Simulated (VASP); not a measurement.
# BN in VASP: notebook

The runs below take BN through single point, with r2SCAN.

Everything below comes from runs of VASP 6.6.1. Logs are shortened: lines on timing, memory, paths and dates and some standing lists are left out, and cuts for length are marked.

## 1. The cell of the first run

Symmetry: Fmm2, No. 42, orthorhombic system. Conventional cell: a = 2.503 Å, b = 6.991 Å, c = 4.332 Å, α = 90.00°, β = 90.00°, γ = 90.00°. B (site symmetry mm2) has 3 N at 1.44 Å within 1.9 Å. N (site symmetry mm2) has 3 B at 1.44 Å within 1.9 Å.

## 2. Single point, r2SCAN

Input file POSCAR:

```
BN
1.0
    0.0000000000      3.4953200000      2.1660900000
    1.2516300000      0.0000000000      2.1660900000
    1.2516300000      3.4953200000      0.0000000000
B N
1 1
Direct
    0.0000500000      0.0000500000      0.9999500000
    0.6666666667      0.6666666667      0.3333333333
```

Input file INCAR.step1:

```
ALGO     = Normal         # electronic algorithm
EDIFF    = 1E-4           # SCF threshold, eV
ENCUT    = 520            # plane-wave cutoff, eV
GGA      = PE             # functional
ISMEAR   = -1             # smearing method
LASPH    = True           # aspherical terms in the spheres
LCHARG   = False          # write CHGCAR
LREAL    = False          # projectors in reciprocal space
LWAVE    = True           # write WAVECAR
NBANDS   = 11             # bands
NELM     = 100            # most SCF steps
PREC     = Accurate       # precision mode
SIGMA    = 0.05           # smearing width, eV
```

Input file INCAR.step2:

```
ALGO     = Normal         # electronic algorithm
EDIFF    = 1E-7           # SCF threshold, eV
ENCUT    = 520            # plane-wave cutoff, eV
ISIF     = 2              # what is computed and relaxed
ISMEAR   = -1             # smearing method
ISTART   = 1            
LASPH    = True           # aspherical terms in the spheres
LCHARG   = False          # write CHGCAR
LMIXTAU  = True         
LREAL    = False          # projectors in reciprocal space
LWAVE    = False          # write WAVECAR
METAGGA  = R2SCAN         # meta-GGA
NBANDS   = 11             # bands
NELM     = 100            # most SCF steps
PREC     = Accurate       # precision mode
SIGMA    = 0.05           # smearing width, eV
```

Input file KPOINTS:

```
k-points
0
Gamma
  10 10 10
```

Potentials or basis: VASP PAW PBE potentials, release 64 (B, N).

Command:

```bash
$ cat potpaw_PBE.64/B/POTCAR potpaw_PBE.64/N/POTCAR > POTCAR
$ cp INCAR.step1 INCAR
$ mpirun -np 1 vasp_std > vasp.out
$ cp INCAR.step2 INCAR
$ mpirun -np 1 vasp_std > vasp.out
```

OUTCAR:

```text
EDIFF = 1E-7
   ENCUT = 520
   ISIF = 2
   ISMEAR = -1
   ISTART = 1
   LASPH = True
   LREAL = False
   METAGGA = R2SCAN
   NELM = 100
   PREC = Accurate

 ion  position               nearest neighbor table
   1  0.000  0.000  1.000-   2 1.44   2 1.44   2 1.44
   2  0.667  0.667  0.333-   1 1.44   1 1.44   1 1.44

  LATTYP: Found a face centered orthorhombic cell.
 ALAT       =     2.5032600000
 B/A-ratio  =     1.7306152777
 C/A-ratio  =     2.7926144308

  Lattice vectors:

 A1 = (  -0.0000000000,   3.4953200000,   2.1660900000)
 A2 = (  -1.2516300000,   3.4953200000,   0.0000000000)
 A3 = (  -1.2516300000,   0.0000000000,   2.1660900000)

Analysis of symmetry for initial positions (statically):
=====================================================================
 Subroutine PRICEL returns:
 Original cell was already a primitive cell.

 Routine SETGRP: Setting up the symmetry group for a
 face centered orthorhombic supercell.

 Subroutine GETGRP returns: Found  4 space group operations
 (whereof  4 operations were pure point group operations)
 out of a pool of  8 trial point group operations.

The static configuration has the point symmetry C_2v.

Analysis of symmetry for dynamics (positions and initial velocities):
=====================================================================
 Subroutine PRICEL returns:
 Original cell was already a primitive cell.

 Routine SETGRP: Setting up the symmetry group for a
 face centered orthorhombic supercell.

 Subroutine GETGRP returns: Found  4 space group operations
 (whereof  4 operations were pure point group operations)
 out of a pool of  8 trial point group operations.

The dynamic configuration has the point symmetry C_2v.

 Subroutine INISYM returns: Found  4 space group operations
 (whereof  4 operations are pure point group operations),
 and found     1 'primitive' translations

----------------------------------------------------------------------------------------

                                     Primitive cell

  volume of cell :      18.9526

  direct lattice vectors                    reciprocal lattice vectors
     0.000000000  3.495320000  2.166090000    -0.399479079  0.143048419  0.230830667
     1.251630000  0.000000000  2.166090000     0.399479079 -0.143048419  0.230830667
     1.251630000  3.495320000  0.000000000     0.399479079  0.143048419 -0.230830667

  length of vectors
     4.112080713  2.501704128  3.712659365     0.483041594  0.483041594  0.483041594

  position of ions in fractional coordinates (direct lattice)
     0.000050000  0.000050000  0.999950000
     0.666666667  0.666666667  0.333333333

  ion indices of the primitive-cell ions
   primitive index   ion index
                 1           1
                 2           2

----------------------------------------------------------------------------------------

 KPOINTS: k-points

Automatic generation of k-mesh.
 Grid dimensions read from file:
 generate k-points for:   10   10   10

 Generating k-lattice:

  Cartesian coordinates                     Fractional coordinates (reciprocal lattice)
    -0.039947908  0.014304842  0.023083067     0.100000000  0.000000000  0.000000000
     0.039947908 -0.014304842  0.023083067     0.000000000  0.100000000  0.000000000
     0.039947908  0.014304842 -0.023083067    -0.000000000 -0.000000000  0.100000000

  Length of vectors
     0.048304159  0.048304159  0.048304159

  Shift w.r.t. Gamma in fractional coordinates (k-lattice)
     0.000000000  0.000000000  0.000000000

 Subroutine IBZKPT returns following result:
 ===========================================

 Found    171 irreducible k-points:

 Following reciprocal coordinates:
            Coordinates               Weight
  0.000000  0.000000  0.000000      1.000000
  0.100000  0.000000 -0.000000      8.000000
  0.200000  0.000000 -0.000000      8.000000
  0.300000 -0.000000  0.000000      8.000000
  0.400000 -0.000000 -0.000000      8.000000
  0.500000 -0.000000 -0.000000      4.000000
[... 16 lines left out ...]
  0.300000  0.300000  0.000000      2.000000
  0.400000  0.300000 -0.000000      8.000000
 [... further k-points ...]
   k-points           NKPTS =    171   k-points in BZ     NKDIM =    171   number of bands    NBANDS=     11
   number of dos      NEDOS =    301   number of ions     NIONS =      2
   total plane-waves  NPLWV =  17920
   dimension x,y,z NGX =    32 NGY =   20 NGZ =   28
   dimension x,y,z NGXF=    64 NGYF=   40 NGZF=   56
   ions per type =               1   1
   NGX,Y,Z   is equivalent  to a cutoff of  12.94, 13.29, 12.54 a.u.
   NGXF,Y,Z  is equivalent  to a cutoff of  25.87, 26.58, 25.08 a.u.
 SYSTEM =  unknown system
   PREC   = accura    normal or accurate (medium, high low for compatibility)
   ISTART =      1    job   : 0-new  1-cont  2-samecut
   ICHARG =      0    charge: 1-file 2-atom 10-const
   ISPIN  =      1    spin polarized calculation?
   LNONCOLLINEAR =      F non collinear calculations
   LSORBIT =      F    spin-orbit coupling
   LASPH  =      T    aspherical Exc in radial PAW
   ENCUT  =  520.0 eV  38.22 Ry    6.18 a.u.   7.65  4.65  6.90*2*pi/ulx,y,z
   NELM   =    100;   NELMIN=  2; NELMDL=  0     # of ELM steps
   EDIFF  = 0.1E-06   stopping-criterion for ELM
   LREAL  =      F    real-space projection
   EDIFFG = 0.1E-05   stopping-criterion for IOM
   NSW    =      0    number of steps for IOM
   IBRION =     -1    ionic relax: 0-MD 1-quasi-New 2-CG
   NFREE  =      0    steps in history (QN), initial steepest desc. (CG)
   ISIF   =      2    stress and relaxation
   ISYM   =      2    0-nonsym 1-usesym 2-fastsym
   POTIM  = 0.5000    time-step for ionic-motion
   TEBEG  =    0.0;   TEEND  =   0.0 temperature during run
   PSTRESS=    0.0 pullay stress
   NELECT =       8.0000    total number of electrons
   NUPDOWN=      -1.0000    fix difference up-down
   EMIN   =  10.00;   EMAX   =-10.00  energy-range for DOS
   EFERMI =   0.00;   METHOD = LEGACY
   ISMEAR =    -1;   SIGMA  =   0.05  broadening in eV -4-tet -1-fermi 0-gaus
   EFERMI_NEDOS =   21; number of points for ismear=-14 and -15
   IALGO  =     38    algorithm
   IMIX   =      4    mixing-type and parameters
     AMIX     =   0.40;   BMIX     =  1.00
     AMIX_MAG =   1.60;   BMIX_MAG =  1.00
  volume/ion in A,a.u.               =       9.48        63.95
  Fermi-wavevector in a.u.,A,eV,Ry     =   1.228047  2.320673 20.518942  1.508100
  Thomas-Fermi vector in A             =   2.362987
   LORBIT       =      0    0 simple, 1 ext, 2 COOP (PROOUT), +10 PAW based schemes
   METAGGA = R2SCAN    functional components
   LHFCALC =     F    Hartree Fock is set to
   AEXX    =    0.0000 exact exchange contribution
   IVDW    =     0    specifies the selected vdW correction
   LEPSILON=     F    determine dielectric tensor
   LRPA    =     F    only Hartree local field effects (RPA)
 non-spin polarized calculation
  energy-cutoff  :      520.00
  volume of cell :       18.95
 maximum number of plane-waves:       527
   NGX = 15   NGY =  9   NGZ = 13

 number of electron       8.0000000 magnetization

 Free energy of the ion-electron system (eV)
  ---------------------------------------------------
  ext. energy  EPLUGINS =         0.00000000
  ---------------------------------------------------
  free energy    TOTEN  =       -19.29545249 eV

  energy without entropy =      -19.29545249  energy(sigma->0) =      -19.29545249

 E-fermi :   2.7679     XC(G=0): -10.3955

 val. band max:        1.6747766353   @ k =   0.4000  -0.4000   0.1000
 cond. band min:       6.0803576167   @ k =   0.0000   0.5000   0.5000
 fundamental gap:      4.4055809814
 Fermi energy:         2.7678567291

 k-point     1 :       0.0000    0.0000    0.0000
  band No.  band energies     occupation
      1     -17.1477      2.00000
      2      -2.8716      2.00000
      3       0.2737      2.00000
      4       0.2829      2.00000
      5       6.9056      0.00000
      6      13.9826      0.00000
      7      14.0451      0.00000
      8      15.9689      0.00000
      9      17.0679      0.00000
     10      28.8415      0.00000
     11      29.9323      0.00000

 k-point     2 :       0.1000    0.0000   -0.0000
  band No.  band energies     occupation
      1     -16.9405      2.00000
      2      -2.6680      2.00000
      3      -0.5546      2.00000
      4      -0.1028      2.00000
      5       7.3663      0.00000
      6      13.9281      0.00000
      7      14.8873      0.00000
      8      15.2054      0.00000
      9      17.7378      0.00000
     10      27.4581      0.00000
     11      29.4013      0.00000

 k-point     3 :       0.2000    0.0000   -0.0000
  band No.  band energies     occupation
      1     -16.3379      2.00000
      2      -2.5387      2.00000
      3      -2.0449      2.00000
      4      -0.9566      2.00000
      5       8.5447      0.00000
      6      13.2483      0.00000
      7      13.7420      0.00000
      8      17.2240      0.00000
      9      19.2896      0.00000
     10      24.2002      0.00000
     11      28.6087      0.00000

 k-point     4 :       0.3000   -0.0000    0.0000
  band No.  band energies     occupation
      1     -15.4154      2.00000
      2      -4.8135      2.00000
      3      -1.8276      2.00000
      4      -1.0793      2.00000
      5       9.6006      0.00000
      6      11.3520      0.00000
      7      13.6593      0.00000
      8      20.3419      0.00000
      9      20.7211      0.00000
     10      22.0978      0.00000
     11      27.0532      0.00000
[... 239 lines left out ...]
 k-point    22 :      -0.2000    0.2000    0.0000
  band No.  band energies     occupation
      1     -14.8981      2.00000
      2      -5.1459      2.00000
      3      -3.2575      2.00000
      4      -0.6141      2.00000
      5       9.3836      0.00000
      6      12.3807      0.00000
      7      15.5865      0.00000
      8      17.8927      0.00000
      9      19.2883      0.00000
     10      23.4959      0.00000
     11      25.8638      0.00000

 k-point    23 :       0.3000    0.3000    0.0000
  band No.  band energies     occupation
      1     -15.4446      2.00000
      2      -4.8793      2.00000
      3      -1.8206      2.00000
      4      -0.7263      2.00000
      5       9.5699      0.00000
      6      11.3215      0.00000
      7      13.5863      0.00000
      8      19.5024      0.00000
      9      20.4280      0.00000
     10      24.0879      0.00000
     11      25.6941      0.00000

 k-point    24 :       0.4000    0.3000   -0.0000
  band No.  band energies     occupation
      1     -14.8017      2.00000
      2      -5.8994      2.00000
      3      -2.7163      2.00000
      4       0.0402      2.00000
      5       9.8658      0.00000
      6      10.8989      0.00000
      7      14.3167      0.00000
      8      18.5273      0.00000
      9      20.8197      0.00000
     10      22.2518      0.00000
     11      26.0953      0.00000

 [... further k-points ...]
[... 5 lines left out ...]
  --------------------------------------------------------------------------------------
  -------------------------------------------------------------------------------------
  Total       -0.0008054     -0.0417273     -0.0012632      0.0000000      0.0000000      0.0000000
  in kB       -0.0680817     -3.5274566     -0.1067827      0.0000000      0.0000000      0.0000000
  external PRESSURE =      -1.2341070 kB  Pullay stress =       0.0000000 kB

 VOLUME and BASIS-vectors are now :
 -----------------------------------------------------------------------------
  energy-cutoff  :      520.00
  volume of cell :       18.95
      direct lattice vectors                 reciprocal lattice vectors
     0.000000000  3.495320000  2.166090000    -0.399479079  0.143048419  0.230830667
     1.251630000  0.000000000  2.166090000     0.399479079 -0.143048419  0.230830667
     1.251630000  3.495320000  0.000000000     0.399479079  0.143048419 -0.230830667

 POSITION                                       TOTAL-FORCE (eV/Angst)
 -----------------------------------------------------------------------------------
      1.25163      3.49532      0.00022         0.000000      0.000000      0.011098
      1.25163      3.49532      2.88812         0.000000      0.000000     -0.011098
 -----------------------------------------------------------------------------------
    total drift:                                0.000001     -0.000019     -0.000094

  FREE ENERGIE OF THE ION-ELECTRON SYSTEM (eV)
  ---------------------------------------------------
  free  energy   TOTEN  =       -19.2954524895 eV

  energy  without entropy=      -19.2954524895  energy(sigma->0) =      -19.29545249
```

It took 72 s on 1 thread of Intel Xeon 6975P-C (Granite Rapids), shared host; peak memory 0.16 GiB.

What came out:

```yaml
Free_energy: -19.2955 eV
Pressure: -0.1 GPa
Largest_force: 0.011 eV/Å
Band_gap_on_the_k_mesh: 4.41 eV, indirect (least direct gap 5.45 eV)
```

Forces on the atoms (eV/Å):
```
B    0.000  0.000  0.011
N    0.000  0.000 -0.011
```

Caveat: the PAW data sets were made with another functional, which shifts forces and pressure a little.

## 3. Single point, r2SCAN

Input file POSCAR:

```
BN
1.0
   -0.0849211500      3.4628286500      2.1136602000
    1.2191386500     -0.0512658000      2.1473155500
    1.1992002000      3.4765455500     -0.0712042500
B N
1 1
Direct
    0.0000500000      0.0000500000      0.9999500000
    0.6666666667      0.6666666667      0.3333333333
```

Input file INCAR.step1:

```
SYSTEM = BN
  PREC = Accurate
  ENCUT = 520
  ISMEAR = -1
  SIGMA = 0.05
  LREAL = .FALSE.
  LASPH = .TRUE.
  NELM = 80
  NBANDS = 11
  GGA = PE
  ALGO = Normal
  EDIFF = 1E-4
  LWAVE = .TRUE.
  LCHARG = .FALSE.
```

Input file INCAR.step2:

```
SYSTEM = BN
  PREC = Accurate
  ENCUT = 520
  EDIFF = 1E-6
  ISMEAR = -1
  SIGMA = 0.05
  LREAL = .FALSE.
  LASPH = .TRUE.
  NELM = 80
  ALGO = Normal
  ISIF = 2
  LWAVE = .FALSE.
  LCHARG = .TRUE.
  METAGGA = R2SCAN
  LMIXTAU = .TRUE.
  LELF = .TRUE.
  LVHAR = .TRUE.
  NBANDS = 11
  ISTART = 1
```

Input file KPOINTS:

```
Automatic mesh
0
G
  10 10 10
  0 0 0
```

Potentials or basis: VASP PAW PBE potentials, release 64 (B, N).

Command:

```bash
$ cat potpaw_PBE.64/B/POTCAR potpaw_PBE.64/N/POTCAR > POTCAR
$ cp INCAR.step1 INCAR
$ mpirun -np 1 vasp_std > vasp.out
$ cp INCAR.step2 INCAR
$ mpirun -np 1 vasp_std > vasp.out
```

Wall time 3.2 min (1 thread of Intel Xeon 6975P-C (Granite Rapids), shared host); peak memory 0.22 GiB.

It converged, with:

- Free energy: -19.2759 eV
- Pressure: 0.1 GPa
- Largest force: 0.355 eV/Å
- Band gap on the k mesh: 4.34 eV, indirect (least direct gap 5.46 eV)

Forces in eV/Å, atoms in the order of the input:
```
B   -0.354  0.009 -0.017
N    0.354 -0.009  0.017
```

Stress tensor (GPa, compression positive):
```
 0.25  0.02 10.98
 0.02 -0.32 -0.25
10.98 -0.25  0.26
```

Levels at points of the mesh, in eV from the valence-band top:
```
           k point  band 2  band 3  band 4  band 5  band 6  band 7
(0.00, 0.00, 0.00)   -4.62   -1.53   -1.40    5.16   11.90   12.53
(0.50, 0.00, 0.00)   -9.44   -4.13   -1.17    5.22   10.92   13.88
(0.00, 0.50, 0.00)   -9.33   -4.64   -0.78    5.49    9.94   13.86
(0.50, 0.50, 0.00)   -9.46   -4.38   -0.53    6.48   10.05   12.77
(0.00, 0.00, 0.50)   -9.42   -4.12   -1.23    5.07   11.08   14.00
(0.50, 0.00, 0.50)   -6.31   -1.55   -1.40   10.22   11.62   12.41
(0.00, 0.50, 0.50)   -9.28   -4.42   -1.50    4.34   10.59   15.30
(0.50, 0.50, 0.50)   -9.29   -4.65   -0.98    5.07   10.04   14.30
```

Caveat: the PAW data sets were made with another functional, which shifts forces and pressure a little. r2SCAN opens gaps a little over a GGA but as a rule still falls short of measured ones.

[end of part 1 of 3]
